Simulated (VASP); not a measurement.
# BiTe (I4/mmm) in VASP: further runs

BiTe is run at these levels: PBEsol; tasks: single point.

Program: VASP 6.6.1. These are calculated values, not measurements. Logs are shortened: lines on timing, memory, paths and dates and some standing lists are left out, and cuts for length are marked.

### 1 The cell of the first run

Symmetry: I4/mmm, No. 139, tetragonal system. Conventional cell: a = 4.506 Å, b = 4.506 Å, c = 6.276 Å, α = 90.00°, β = 90.00°, γ = 90.00°. Bi (site symmetry 4/mmm) has 6 Te at 3.14 to 3.19 Å within 4.1 Å. Te (site symmetry 4/mmm) has 6 Bi at 3.14 to 3.19 Å within 4.1 Å.

### 2 Single point, PBEsol (strain -0.015 along x and y, -0.030 along z)

Input file INCAR:

```
  PREC = Accurate
  ENCUT = 520
  EDIFF = 1E-6
  ISMEAR = 0
  SIGMA = 0.15
  LREAL = F
  LASPH = T
  NELM = 80
  ALGO = Normal
  ISIF = 2
  LWAVE = F
  LCHARG = F
  GGA = PS
  NBANDS = 18
```

Input file KPOINTS:

```
Automatic mesh
0
Gamma
  14 14 14
```

Input file POSCAR:

```
BiTe
1.0
    0.0000000000      3.1864750000      3.1379500000
    3.1864750000      0.0000000000      3.1379500000
    3.1864750000      3.1864750000      0.0000000000
Bi Te
1 1
Direct
    0.0000000000      0.0000000000      0.0000000000
    0.5000000000      0.5000000000      0.5000000000
```

Potentials or basis: VASP PAW PBE potentials, release 64 (Bi_d, Te).

Command:

```
cat potpaw_PBE.64/Bi_d/POTCAR potpaw_PBE.64/Te/POTCAR > POTCAR
mpirun -np 1 vasp_std > vasp.out
```

OUTCAR:

```text
PREC = Accurate
   ENCUT = 520
   EDIFF = 1E-6
   ISMEAR = 0
   LREAL = F
   LASPH = T
   NELM = 80
   ISIF = 2
   GGA = PS

 ion  position               nearest neighbor table
   1  0.000  0.000  0.000-   2 3.14   2 3.14   2 3.19   2 3.19   2 3.19   2 3.19
   2  0.500  0.500  0.500-   1 3.14   1 3.14   1 3.19   1 3.19   1 3.19   1 3.19

  LATTYP: Found a body centered tetragonal cell.
 ALAT       =     4.5063561612
 C/A-ratio  =     1.3926773152

  Lattice vectors:

 A1 = (   0.0000000000,  -3.1864750000,  -3.1379500000)
 A2 = (   0.0000000000,   3.1864750000,  -3.1379500000)
 A3 = (   3.1864750000,   0.0000000000,   3.1379500000)

Analysis of symmetry for initial positions (statically):
=====================================================================
 Subroutine PRICEL returns:
 Original cell was already a primitive cell.

 Routine SETGRP: Setting up the symmetry group for a
 body centered tetragonal supercell.

 Subroutine GETGRP returns: Found 16 space group operations
 (whereof 16 operations were pure point group operations)
 out of a pool of 16 trial point group operations.

The static configuration has the point symmetry D_4h.

Analysis of symmetry for dynamics (positions and initial velocities):
=====================================================================
 Subroutine PRICEL returns:
 Original cell was already a primitive cell.

 Routine SETGRP: Setting up the symmetry group for a
 body centered tetragonal supercell.

 Subroutine GETGRP returns: Found 16 space group operations
 (whereof 16 operations were pure point group operations)
 out of a pool of 16 trial point group operations.

The dynamic configuration has the point symmetry D_4h.

 Subroutine INISYM returns: Found 16 space group operations
 (whereof 16 operations are pure point group operations),
 and found     1 'primitive' translations

----------------------------------------------------------------------------------------

                                     Primitive cell

  volume of cell :      63.7231

  direct lattice vectors                    reciprocal lattice vectors
     0.000000000  3.186475000  3.137950000    -0.156913203  0.156913203  0.159339696
     3.186475000  0.000000000  3.137950000     0.156913203 -0.156913203  0.159339696
     3.186475000  3.186475000  0.000000000     0.156913203  0.156913203 -0.159339696

  length of vectors
     4.472175436  4.472175436  4.506356161     0.273189761  0.273189761  0.273189761

  position of ions in fractional coordinates (direct lattice)
     0.000000000  0.000000000  0.000000000
     0.500000000  0.500000000  0.500000000

  ion indices of the primitive-cell ions
   primitive index   ion index
                 1           1
                 2           2

----------------------------------------------------------------------------------------

 KPOINTS: Automatic mesh

Automatic generation of k-mesh.
 Grid dimensions read from file:
 generate k-points for:   14   14   14

 Generating k-lattice:

  Cartesian coordinates                     Fractional coordinates (reciprocal lattice)
    -0.011208086  0.011208086  0.011381407     0.071428571  0.000000000  0.000000000
     0.011208086 -0.011208086  0.011381407     0.000000000  0.071428571  0.000000000
     0.011208086  0.011208086 -0.011381407    -0.000000000 -0.000000000  0.071428571

  Length of vectors
     0.019513554  0.019513554  0.019513554

  Shift w.r.t. Gamma in fractional coordinates (k-lattice)
     0.000000000  0.000000000  0.000000000

 Subroutine IBZKPT returns following result:
 ===========================================

 Found    244 irreducible k-points:

 Following reciprocal coordinates:
            Coordinates               Weight
  0.000000  0.000000  0.000000      1.000000
  0.071429  0.000000  0.000000      8.000000
  0.142857  0.000000  0.000000      8.000000
  0.214286 -0.000000  0.000000      8.000000
  0.285714 -0.000000  0.000000      8.000000
  0.357143 -0.000000  0.000000      8.000000
[... 16 lines left out ...]
  0.214286  0.142857  0.000000      8.000000
  0.285714  0.142857  0.000000      8.000000
 [... further k-points ...]
   k-points           NKPTS =    244   k-points in BZ     NKDIM =    244   number of bands    NBANDS=     18
   number of dos      NEDOS =    301   number of ions     NIONS =      2
   total plane-waves  NPLWV =  46656
   dimension x,y,z NGX =    36 NGY =   36 NGZ =   36
   dimension x,y,z NGXF=    72 NGYF=   72 NGZF=   72
   ions per type =               1   1
   NGX,Y,Z   is equivalent  to a cutoff of  13.38, 13.38, 13.28 a.u.
   NGXF,Y,Z  is equivalent  to a cutoff of  26.76, 26.76, 26.56 a.u.
 SYSTEM =  unknown system
   PREC   = accura    normal or accurate (medium, high low for compatibility)
   ISTART =      0    job   : 0-new  1-cont  2-samecut
   ICHARG =      2    charge: 1-file 2-atom 10-const
   ISPIN  =      1    spin polarized calculation?
   LNONCOLLINEAR =      F non collinear calculations
   LSORBIT =      F    spin-orbit coupling
   LASPH  =      T    aspherical Exc in radial PAW
   ENCUT  =  520.0 eV  38.22 Ry    6.18 a.u.   8.32  8.32  8.38*2*pi/ulx,y,z
   NELM   =     80;   NELMIN=  2; NELMDL= -5     # of ELM steps
   EDIFF  = 0.1E-05   stopping-criterion for ELM
   LREAL  =      F    real-space projection
   EDIFFG = 0.1E-04   stopping-criterion for IOM
   NSW    =      0    number of steps for IOM
   IBRION =     -1    ionic relax: 0-MD 1-quasi-New 2-CG
   NFREE  =      0    steps in history (QN), initial steepest desc. (CG)
   ISIF   =      2    stress and relaxation
   ISYM   =      2    0-nonsym 1-usesym 2-fastsym
   POTIM  = 0.5000    time-step for ionic-motion
   TEBEG  =    0.0;   TEEND  =   0.0 temperature during run
   PSTRESS=    0.0 pullay stress
   NELECT =      21.0000    total number of electrons
   NUPDOWN=      -1.0000    fix difference up-down
   EMIN   =  10.00;   EMAX   =-10.00  energy-range for DOS
   EFERMI =   0.00;   METHOD = LEGACY
   ISMEAR =     0;   SIGMA  =   0.15  broadening in eV -4-tet -1-fermi 0-gaus
   EFERMI_NEDOS =   21; number of points for ismear=-14 and -15
   IALGO  =     38    algorithm
   IMIX   =      4    mixing-type and parameters
     AMIX     =   0.40;   BMIX     =  1.00
     AMIX_MAG =   1.60;   BMIX_MAG =  1.00
  volume/ion in A,a.u.               =      31.86       215.01
  Fermi-wavevector in a.u.,A,eV,Ry     =   1.130791  2.136885 17.397603  1.278688
  Thomas-Fermi vector in A             =   2.267488
   LORBIT       =      0    0 simple, 1 ext, 2 COOP (PROOUT), +10 PAW based schemes
   GGA     = PS    functional components
   LHFCALC =     F    Hartree Fock is set to
   AEXX    =    0.0000 exact exchange contribution
   IVDW    =     0    specifies the selected vdW correction
   LEPSILON=     F    determine dielectric tensor
   LRPA    =     F    only Hartree local field effects (RPA)
 non-spin polarized calculation
 Gauss-broadening in eV      SIGMA  =   0.15
  energy-cutoff  :      520.00
  volume of cell :       63.72
 maximum number of plane-waves:      1759
 NGX is ok and might be reduce to    36
   NGX = 17   NGY = 17   NGZ = 17

 number of electron      21.0000002 magnetization

 Free energy of the ion-electron system (eV)
  ---------------------------------------------------
  ext. energy  EPLUGINS =         0.00000000
  ---------------------------------------------------
  free energy    TOTEN  =        -7.98304442 eV

  energy without entropy =       -7.96778093  energy(sigma->0) =       -7.97541268

 E-fermi :   7.2528     XC(G=0):  -9.8641

 val. band max:        7.2492497751   @ k =   0.5000   0.0000   0.0714
 cond. band min:       7.2563073900   @ k =  -0.4286   0.1429   0.0000
 fundamental gap:      0.0070576149
 Fermi energy:         7.2527730316

 k-point     1 :       0.0000    0.0000    0.0000
  band No.  band energies     occupation
      1     -15.8521      2.00000
      2     -15.8403      2.00000
      3     -15.8402      2.00000
      4     -15.8402      2.00000
      5     -15.8320      2.00000
      6      -6.7295      2.00000
[... 10 lines left out ...]
     17      13.4648      0.00000
     18      13.5192      0.00000

 k-point     2 :       0.0714    0.0000    0.0000
  band No.  band energies     occupation
      1     -15.8523      2.00000
      2     -15.8406      2.00000
      3     -15.8401      2.00000
      4     -15.8398      2.00000
      5     -15.8317      2.00000
      6      -6.6801      2.00000
[... 10 lines left out ...]
     17      13.8017      0.00000
     18      13.9393      0.00000

 k-point     3 :       0.1429    0.0000    0.0000
  band No.  band energies     occupation
      1     -15.8531      2.00000
      2     -15.8415      2.00000
      3     -15.8395      2.00000
      4     -15.8383      2.00000
      5     -15.8309      2.00000
      6      -6.5323      2.00000
[... 10 lines left out ...]
     17      14.6273      0.00000
     18      14.8908      0.00000

 k-point     4 :       0.2143   -0.0000    0.0000
  band No.  band energies     occupation
      1     -15.8543      2.00000
      2     -15.8429      2.00000
      3     -15.8386      2.00000
      4     -15.8362      2.00000
      5     -15.8298      2.00000
      6      -6.2880      2.00000
[... 375 lines left out ...]
      4     -15.8377      2.00000
      5     -15.8329      2.00000
      6      -6.4583      2.00000
[... 10 lines left out ...]
     17      13.7632      0.00000
     18      14.0777      0.00000

 k-point    23 :       0.2143    0.1429    0.0000
  band No.  band energies     occupation
      1     -15.8573      2.00000
      2     -15.8393      2.00000
      3     -15.8364      2.00000
      4     -15.8356      2.00000
      5     -15.8329      2.00000
      6      -6.2769      2.00000
[... 10 lines left out ...]
     17      14.2173      0.00000
     18      14.4884      0.00000

 k-point    24 :       0.2857    0.1429    0.0000
  band No.  band energies     occupation
      1     -15.8590      2.00000
      2     -15.8404      2.00000
      3     -15.8354      2.00000
      4     -15.8331      2.00000
      5     -15.8322      2.00000
      6      -6.0028      2.00000
[... 10 lines left out ...]
     17      15.1059      0.00000
     18      15.3515      0.00000

 [... further k-points ...]

------------------------ aborting loop because EDIFF is reached ----------------------------------------

  FORCE on cell =-STRESS in cart. coord.  units (eV):
  Direction    XX          YY          ZZ          XY          YZ          ZX
  --------------------------------------------------------------------------------------
  -------------------------------------------------------------------------------------
  Total        0.3933371      0.3933371      1.0388778      0.0000000     -0.0000000      0.0000000
  in kB        9.8895948      9.8895948     26.1202899      0.0000000     -0.0000000      0.0000000
  external PRESSURE =      15.2998265 kB  Pullay stress =       0.0000000 kB

 VOLUME and BASIS-vectors are now :
 -----------------------------------------------------------------------------
  energy-cutoff  :      520.00
  volume of cell :       63.72
      direct lattice vectors                 reciprocal lattice vectors
     0.000000000  3.186475000  3.137950000    -0.156913203  0.156913203  0.159339696
     3.186475000  0.000000000  3.137950000     0.156913203 -0.156913203  0.159339696
     3.186475000  3.186475000  0.000000000     0.156913203  0.156913203 -0.159339696

 POSITION                                       TOTAL-FORCE (eV/Angst)
 -----------------------------------------------------------------------------------
      0.00000      0.00000      0.00000         0.000000     -0.000000      0.000000
      3.18648      3.18648      3.13795        -0.000000      0.000000     -0.000000
 -----------------------------------------------------------------------------------
    total drift:                               -0.000000      0.000000      0.000000

  FREE ENERGIE OF THE ION-ELECTRON SYSTEM (eV)
  ---------------------------------------------------
  free  energy   TOTEN  =        -7.9830444242 eV

  energy  without entropy=       -7.9677809300  energy(sigma->0) =       -7.97541268
```

Run time: 3.1 min. Hardware: 1 thread of Intel Xeon Platinum 8259CL at 2.50GHz (Skylake/Cascade Lake), shared host; peak memory 0.41 GiB.

What came out:

```yaml
Free_energy: -7.9830 eV
Pressure: 1.5 GPa
Band_gap_on_the_k_mesh: zero (an odd number of electrons rules out a gap without spin polarisation)
```

Stress tensor (GPa, compression positive):
```
0.99 0.00 0.00
0.00 0.99 0.00
0.00 0.00 2.61
```

Levels at points of the mesh, in eV from the Fermi level:
```tsv
k point	band 6	band 7	band 8	band 9	band 10	band 11	band 12	band 13	band 14	band 15
(0.00, 0.00, 0.00)	-13.98	-7.91	-2.85	-2.63	-2.63	2.14	2.14	2.53	4.50	4.50
(0.50, 0.00, 0.00)	-11.85	-11.49	-2.05	-2.02	-1.58	-0.91	-0.76	-0.70	7.37	7.88
(0.50, 0.50, 0.00)	-11.90	-10.10	-6.14	-4.33	-4.33	1.92	3.84	3.84	5.57	8.87
(0.50, 0.00, 0.50)	-12.07	-9.92	-6.09	-4.41	-4.20	1.95	3.70	4.10	5.33	8.84
```

Caveat: the cell differs from its parent crystal (strain -0.015 along x and y, -0.030 along z); the PAW data sets were made with another functional, which shifts forces and pressure a little; spin-orbit coupling is left out, which moves the levels of the heavy elements.

### 3 Single point, PBEsol (strain -0.030 along x and y, +0.015 along z)

Input file INCAR:

```
SYSTEM = BiTe
  PREC = Accurate
  ENCUT = 520
  EDIFF = 1E-6
  ISMEAR = 0
  SIGMA = 0.15
  LREAL = .False.
  LASPH = .True.
  NELM = 60
  ALGO = Normal
  ISIF = 2
  LWAVE = .False.
  LCHARG = .False.
  GGA = PS
  NBANDS = 18
```

Input file KPOINTS:

```
Automatic mesh
0
Gamma
  14 14 14
  0 0 0
```

Input file POSCAR:

```
BiTe
1.0
    0.0000000000      3.1379500000      3.2835250000
    3.1379500000      0.0000000000      3.2835250000
    3.1379500000      3.1379500000      0.0000000000
Bi Te
1 1
Direct
    0.0000000000      0.0000000000      0.0000000000
    0.5000000000      0.5000000000      0.5000000000
```

Potentials or basis: VASP PAW PBE potentials, release 64 (Bi_d, Te).

Command:

```
cat potpaw_PBE.64/Bi_d/POTCAR potpaw_PBE.64/Te/POTCAR > POTCAR
mpirun -np 1 vasp_std > vasp.out
```

Wall time 3 min (1 thread of Intel Xeon Platinum 8259CL at 2.50GHz (Skylake/Cascade Lake), shared host); peak memory 0.42 GiB.

It converged, with:

| Item | Value |
| --- | --- |
| Free energy | -7.9675 eV |
| Pressure | 0.8 GPa |
| Band gap on the k mesh | zero (an odd number of electrons rules out a gap without spin polarisation) |

Stress tensor (GPa, compression positive):
```
 2.25  0.00  0.00
 0.00  2.25  0.00
 0.00  0.00 -1.98
```

Levels at points of the mesh, in eV from the Fermi level:
```csv
k point,band 6,band 7,band 8,band 9,band 10,band 11,band 12,band 13,band 14,band 15
"(0.00, 0.00, 0.00)",-13.87,-7.94,-2.85,-2.85,-2.24,1.56,2.62,2.62,4.35,4.70
"(0.50, 0.00, 0.00)",-11.78,-11.43,-2.07,-1.94,-1.53,-0.96,-0.65,-0.64,7.35,7.84
"(0.50, 0.50, 0.00)",-12.27,-9.62,-5.88,-4.18,-4.18,2.08,3.94,3.94,4.87,8.86
"(0.50, 0.00, 0.50)",-11.79,-10.13,-6.05,-4.55,-3.95,1.99,3.22,4.34,5.56,8.57
```

Caveat: the cell differs from its parent crystal (strain -0.030 along x and y, +0.015 along z); the PAW data sets were made with another functional, which shifts forces and pressure a little; spin-orbit coupling is left out, which moves the levels of the heavy elements.
